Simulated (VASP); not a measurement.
# MoS2 (P-6m2) in VASP: further runs, part 2 of 2

VASP 6.6.1.

**3. Relaxation of cell and atoms, PBE+D3(BJ), target pressure 3 GPa, at which the enthalpy is minimised**

This run uses another cell than the first one, of 18.50 Å³/atom.

Contents of INCAR:

```
SYSTEM = MoS2
  PREC = Accurate
  ENCUT = 600
  EDIFF = 1E-6
  ISMEAR = 0
  SIGMA = 0.02
  LREAL = .False.
  LASPH = .True.
  NELM = 100
  ALGO = Normal
  ISIF = 3
  LWAVE = .False.
  LCHARG = .False.
  GGA = PE
  IVDW = 12
  IBRION = 2
  NSW = 70
  EDIFFG = -0.008
  PSTRESS = 30.0
```

Contents of KPOINTS:

```
Automatic mesh
0
Gamma
  12 12 4
  0 0 0
```

Contents of POSCAR:

```
MoS2
1.0
    3.1199299429      0.0000000000      0.0000000000
   -1.5599649714      2.7019385886      0.0000000000
    0.0000000000      0.0000000000      6.5850132585
Mo S
1 2
Direct
    0.0000000000      0.0000000000      0.0000000000
    0.3333333333      0.6666666667      0.2356926075
    0.3333333333      0.6666666667      0.7643073925
```

Potentials or basis: VASP PAW PBE potentials, release 64 (Mo_sv, S).

The run is started by

```sh
> cat potpaw_PBE.64/Mo_sv/POTCAR potpaw_PBE.64/S/POTCAR > POTCAR
> mpirun -np 1 vasp_std > vasp.out
```

OUTCAR:

```text
SYSTEM = MoS2
   PREC = Accurate
   ENCUT = 600
   EDIFF = 1E-6
   ISMEAR = 0
   LREAL = .False.
   LASPH = .True.
   NELM = 100
   ISIF = 3
   GGA = PE
   IVDW = 12
   IBRION = 2
   NSW = 70
   EDIFFG = -0.008
   PSTRESS = 30.0
 IVDW          = 12

 ion  position               nearest neighbor table
   1  0.000  0.000  0.000-   2 2.38   3 2.38   2 2.38   3 2.38   2 2.38   3 2.38
   2  0.333  0.667  0.236-   1 2.38   1 2.38   1 2.38
   3  0.333  0.667  0.764-   1 2.38   1 2.38   1 2.38

  LATTYP: Found a hexagonal cell.
 ALAT       =     3.1199299429
 C/A-ratio  =     2.1106285651

  Lattice vectors:

 A1 = (   3.1199299429,   0.0000000000,   0.0000000000)
 A2 = (  -1.5599649714,   2.7019385886,   0.0000000000)
 A3 = (   0.0000000000,   0.0000000000,   6.5850132585)

Analysis of symmetry for initial positions (statically):
=====================================================================
 Subroutine PRICEL returns:
 Original cell was already a primitive cell.

 Routine SETGRP: Setting up the symmetry group for a
 hexagonal supercell.

 Subroutine GETGRP returns: Found 12 space group operations
 (whereof 12 operations were pure point group operations)
 out of a pool of 24 trial point group operations.

The static configuration has the point symmetry D_3h.

Analysis of symmetry for dynamics (positions and initial velocities):
=====================================================================
 Subroutine PRICEL returns:
 Original cell was already a primitive cell.

 Routine SETGRP: Setting up the symmetry group for a
 hexagonal supercell.

 Subroutine GETGRP returns: Found 12 space group operations
 (whereof 12 operations were pure point group operations)
 out of a pool of 24 trial point group operations.

The dynamic configuration has the point symmetry D_3h.

 Subroutine INISYM returns: Found 12 space group operations
 (whereof 12 operations are pure point group operations),
 and found     1 'primitive' translations

----------------------------------------------------------------------------------------

                                     Primitive cell

  volume of cell :      55.5107

  direct lattice vectors                    reciprocal lattice vectors
     3.119929943  0.000000000  0.000000000     0.320520018  0.185052318  0.000000000
    -1.559964971  2.701938589  0.000000000     0.000000000  0.370104637  0.000000000
     0.000000000  0.000000000  6.585013259     0.000000000  0.000000000  0.151859983

  length of vectors
     3.119929943  3.119929943  6.585013259     0.370104637  0.370104637  0.151859983

  position of ions in fractional coordinates (direct lattice)
     0.000000000  0.000000000  0.000000000
     0.333333333  0.666666667  0.235692607
     0.333333333  0.666666667  0.764307393

  ion indices of the primitive-cell ions
   primitive index   ion index
                 1           1
                 2           2
                 3           3

----------------------------------------------------------------------------------------

 KPOINTS: Automatic mesh

Automatic generation of k-mesh.
 Grid dimensions read from file:
 generate k-points for:   12   12    4

 Generating k-lattice:

  Cartesian coordinates                     Fractional coordinates (reciprocal lattice)
     0.026710001  0.015421027  0.000000000     0.083333333  0.000000000  0.000000000
     0.000000000  0.030842053  0.000000000     0.000000000  0.083333333  0.000000000
     0.000000000  0.000000000  0.037964996     0.000000000  0.000000000  0.250000000

  Length of vectors
     0.030842053  0.030842053  0.037964996

  Shift w.r.t. Gamma in fractional coordinates (k-lattice)
     0.000000000  0.000000000  0.000000000

 Subroutine IBZKPT returns following result:
 ===========================================

 Found     57 irreducible k-points:

 Following reciprocal coordinates:
            Coordinates               Weight
  0.000000  0.000000  0.000000      1.000000
  0.083333  0.000000  0.000000      6.000000
  0.166667  0.000000  0.000000      6.000000
  0.250000 -0.000000  0.000000      6.000000
  0.333333  0.000000  0.000000      6.000000
  0.416667  0.000000  0.000000      6.000000
[... 16 lines left out ...]
  0.250000 -0.000000  0.250000     12.000000
  0.333333  0.000000  0.250000     12.000000
 [... further k-points ...]
   k-points           NKPTS =     57   k-points in BZ     NKDIM =     57   number of bands    NBANDS=     17
   number of dos      NEDOS =    301   number of ions     NIONS =      3
   total plane-waves  NPLWV =  42336
   dimension x,y,z NGX =    28 NGY =   28 NGZ =   54
   dimension x,y,z NGXF=    56 NGYF=   56 NGZF=  108
   ions per type =               1   2
   NGX,Y,Z   is equivalent  to a cutoff of  14.92, 14.92, 13.63 a.u.
   NGXF,Y,Z  is equivalent  to a cutoff of  29.84, 29.84, 27.27 a.u.
 SYSTEM =  MoS2
   PREC   = accura    normal or accurate (medium, high low for compatibility)
   ISTART =      0    job   : 0-new  1-cont  2-samecut
   ICHARG =      2    charge: 1-file 2-atom 10-const
   ISPIN  =      1    spin polarized calculation?
   LNONCOLLINEAR =      F non collinear calculations
   LSORBIT =      F    spin-orbit coupling
   LASPH  =      T    aspherical Exc in radial PAW
   ENCUT  =  600.0 eV  44.10 Ry    6.64 a.u.   6.23  6.23 13.15*2*pi/ulx,y,z
   NELM   =    100;   NELMIN=  2; NELMDL= -5     # of ELM steps
   EDIFF  = 0.1E-05   stopping-criterion for ELM
   LREAL  =      F    real-space projection
   EDIFFG = -.8E-02   stopping-criterion for IOM
   NSW    =     70    number of steps for IOM
   IBRION =      2    ionic relax: 0-MD 1-quasi-New 2-CG
   NFREE  =      1    steps in history (QN), initial steepest desc. (CG)
   ISIF   =      3    stress and relaxation
   ISYM   =      2    0-nonsym 1-usesym 2-fastsym
   POTIM  = 0.5000    time-step for ionic-motion
   TEBEG  =    0.0;   TEEND  =   0.0 temperature during run
   PSTRESS=   30.0 pullay stress
   NELECT =      26.0000    total number of electrons
   NUPDOWN=      -1.0000    fix difference up-down
   EMIN   =  10.00;   EMAX   =-10.00  energy-range for DOS
   EFERMI =   0.00;   METHOD = LEGACY
   ISMEAR =     0;   SIGMA  =   0.02  broadening in eV -4-tet -1-fermi 0-gaus
   EFERMI_NEDOS =   21; number of points for ismear=-14 and -15
   IALGO  =     38    algorithm
   IMIX   =      4    mixing-type and parameters
     AMIX     =   0.40;   BMIX     =  1.00
     AMIX_MAG =   1.60;   BMIX_MAG =  1.00
  volume/ion in A,a.u.               =      18.50       124.87
  Fermi-wavevector in a.u.,A,eV,Ry     =   1.271375  2.402550 21.992376  1.616394
  Thomas-Fermi vector in A             =   2.404311
   LORBIT       =      0    0 simple, 1 ext, 2 COOP (PROOUT), +10 PAW based schemes
   GGA     = PE    functional components
   LHFCALC =     F    Hartree Fock is set to
   AEXX    =    0.0000 exact exchange contribution
   IVDW    =    12    specifies the selected vdW correction
   LEPSILON=     F    determine dielectric tensor
   LRPA    =     F    only Hartree local field effects (RPA)
 conjugate gradient relaxation of ions
 non-spin polarized calculation
 Gauss-broadening in eV      SIGMA  =   0.02
  energy-cutoff  :      600.00
  volume of cell :       55.51
 maximum number of plane-waves:      1874
 NGX is ok and might be reduce to    28
   NGX = 13   NGY = 13   NGZ = 27

--------------------------------------- Ionic step        1  -------------------------------------------

 number of electron      25.9999999 magnetization

 Free energy of the ion-electron system (eV)
  ---------------------------------------------------
  ext. energy  EPLUGINS =         0.00000000
  ---------------------------------------------------
  free energy    TOTEN  =       -21.74405106 eV

  energy without entropy =      -21.74405106  energy(sigma->0) =      -21.74405106

------------------------ aborting loop because EDIFF is reached ----------------------------------------

 Edisp (eV)   -1.22731

 E8    (eV) :    -0.4955
[... 116 lines left out ...]
  energy  without entropy=      -22.9845742376  energy(sigma->0) =      -22.98457424

  enthalpy is  TOTEN    =       -21.9375226641 eV   P V=        1.0470515736

[... ionic steps 4 to 8 ...]

--------------------------------------- Ionic step        9  -------------------------------------------

 number of electron      26.0000003 magnetization

------------------------ aborting loop because EDIFF is reached ----------------------------------------
[... 81 lines left out ...]
--------------------------------------- Ionic step       11  -------------------------------------------

 number of electron      26.0000003 magnetization

 Free energy of the ion-electron system (eV)
  ---------------------------------------------------
  ext. energy  EPLUGINS =         0.00000000
  ---------------------------------------------------
  free energy    TOTEN  =       -21.70495716 eV

  energy without entropy =      -21.70495716  energy(sigma->0) =      -21.70495716

 E-fermi :   7.4033     XC(G=0): -10.6596

 val. band max:        7.2871536246   @ k =   0.0000   0.0000   0.5000
 cond. band min:       8.3028799845   @ k =   0.1667   0.1667   0.0000
 fundamental gap:      1.0157263599
 Fermi energy:         7.4033394944

 k-point     1 :       0.0000    0.0000    0.0000
  band No.  band energies     occupation
      1     -54.0369      2.00000
      2     -28.2305      2.00000
      3     -27.9414      2.00000
      4     -27.9414      2.00000
      5      -7.6563      2.00000
      6      -6.0825      2.00000
[... 457 lines left out ...]
      4     -28.0204      2.00000
      5      -6.1416      2.00000
      6      -5.6220      2.00000
[... 9 lines left out ...]
     16      10.4273      0.00000
     17      11.0092      0.00000

 [... further k-points ...]

------------------------ aborting loop because EDIFF is reached ----------------------------------------

 Edisp (eV)   -1.26023

 E8    (eV) :    -0.5081
[... 30 lines left out ...]
  energy  without entropy=      -22.9651883193  energy(sigma->0) =      -22.96518832

  enthalpy is  TOTEN    =       -21.9546306246 eV   P V=        1.0105576947

 reached required accuracy - stopping structural energy minimisation
```

OSZICAR:

```text
N       E                     dE             d eps       ncg     rms          rms(c)
DAV:   1     0.209471551361E+03    0.20947E+03   -0.14752E+04  1938   0.160E+03
DAV:   2    -0.152024547651E+02   -0.22467E+03   -0.22207E+03  2513   0.374E+02
DAV:   3    -0.230425647927E+02   -0.78401E+01   -0.77418E+01  2353   0.667E+01
[... 96 lines left out ...]
DAV:   2    -0.217051410046E+02    0.41103E-03   -0.59559E-03  2028   0.573E-01    0.134E-01
DAV:   3    -0.217049697528E+02    0.17125E-03   -0.83600E-04  2019   0.171E-01    0.425E-02
DAV:   4    -0.217049533035E+02    0.16449E-04   -0.10750E-04  1986   0.786E-02    0.365E-02
DAV:   5    -0.217049562869E+02   -0.29834E-05   -0.56007E-06  1979   0.187E-02    0.214E-02
DAV:   6    -0.217049571631E+02   -0.87621E-06   -0.61791E-06  1926   0.147E-02
  11 F= -.21954631E+02 E0= -.21954631E+02  d E =-.557149E-04
```

Wall time 20 min (1 thread of Intel Xeon 8259CL, shared host); peak memory 0.26 GiB.

What came out:

```
Free energy                                                : -22.9652 eV
Relaxed volume                                             : 17.99 Å³/atom
Relaxed cell                                               : a = 3.119 Å, b = 3.119 Å, c = 6.405 Å, α = 90.00°, β = 90.00°, γ = 120.00°
Space group after relaxing (to 0.1 Å)                      : P-6m2 (No. 187)
Energy change on relaxing (the run minimises the enthalpy) : +2.1 meV/atom
Ionic steps                                                : 11
Pressure after relaxing                                    : 3.0 GPa
Largest force after relaxing                               : 0.004 eV/Å
Band gap on the k mesh                                     : 1.02 eV (least direct gap 1.85 eV)
Dispersion energy per atom                                 : -0.420 eV
```

Forces in eV/Å, atoms in the order of the input:
```
Mo   0.000  0.000  0.000
S    0.000  0.000  0.004
S    0.000  0.000 -0.004
```

Step by step:
| step | energy change (eV) | largest force (eV/Å) | pressure (GPa) | volume (Å³) |
| --- | --- | --- | --- | --- |
| 1 | 0.0000 | 0.4642 | 4.10 | 55.51 |
| 2 | -0.0126 | 0.3188 | -0.78 | 56.54 |
| 3 | -0.0132 | 0.1396 | 2.07 | 55.92 |
| 4 | -0.0097 | 0.1009 | 2.41 | 55.41 |
| 5 | 0.0049 | 0.0088 | 3.31 | 54.24 |
| 6 | 0.0031 | 0.0084 | 2.80 | 54.14 |
| 7 | 0.0031 | 0.0083 | 2.82 | 54.14 |
| 8 | 0.0030 | 0.0086 | 2.82 | 54.15 |
| 9 | 0.0067 | 0.0511 | 3.28 | 53.95 |
| 10 | 0.0047 | 0.0292 | 3.05 | 54.05 |
| 11 | 0.0062 | 0.0040 | 3.04 | 53.97 |

Final structure:
```
Mo S
1.0
     3.11923    0.00000    0.00000
    -1.55962    2.70134    0.00000
     0.00000    0.00000    6.40507
Mo S
1 2
Direct
  0.00000 0.00000 0.00000
  0.33333 0.66667 0.24492
  0.33333 0.66667 0.75508
```

Caveat: the cell is relaxed towards a set pressure, so the run minimises the enthalpy, not the energy. A k mesh can miss the band edges.

The gap in the log of VASP goes by the Fermi energy; the results here count the filled bands.